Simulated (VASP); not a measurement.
CdF2:

```
Cd F
1.0
     0.00000    2.69400    2.69400
     2.69400    0.00000    2.69400
     2.69400    2.69400    0.00000
Cd F
1 2
Direct
  0.00000 0.00000 0.00000
  0.25000 0.25000 0.25000
  0.75000 0.75000 0.75000
```

* Program: VASP 6.6.1
* Task: relaxation of cell and atoms
* Functional: PBE
* Potentials or basis: VASP PAW PBE potentials, release 64 (Cd, F)
* Cutoff: 600 eV
* k mesh: 6 × 6 × 6
* Occupations: fermi-dirac, width 0.01 eV
* Spin: no spin polarisation

At the start: pressure 6.0 GPa; volume 13.03 Å³/atom.

Q: How do energy, volume and symmetry change on relaxing?

A: Over 3 steps the energy falls by 13.4 meV/atom and the volume is 13.79 Å³/atom (+5.8 %); space group Fm-3m (No. 225, to 0.05 Å).

The path:
```tsv
step	energy change (eV)	largest force (eV/Å)	pressure (GPa)	volume (Å³)
1	0.0000	0.0000	6.03	39.10
2	-0.0378	0.0000	-1.27	41.95
3	-0.0401	0.0000	0.02	41.36
```

Final structure:
```
Cd F
1.0
     0.00000    2.74473    2.74473
     2.74473    0.00000    2.74473
     2.74473    2.74473    0.00000
Cd F
1 2
Direct
  0.00000 0.00000 0.00000
  0.25000 0.25000 0.25000
  0.75000 0.75000 0.75000
```
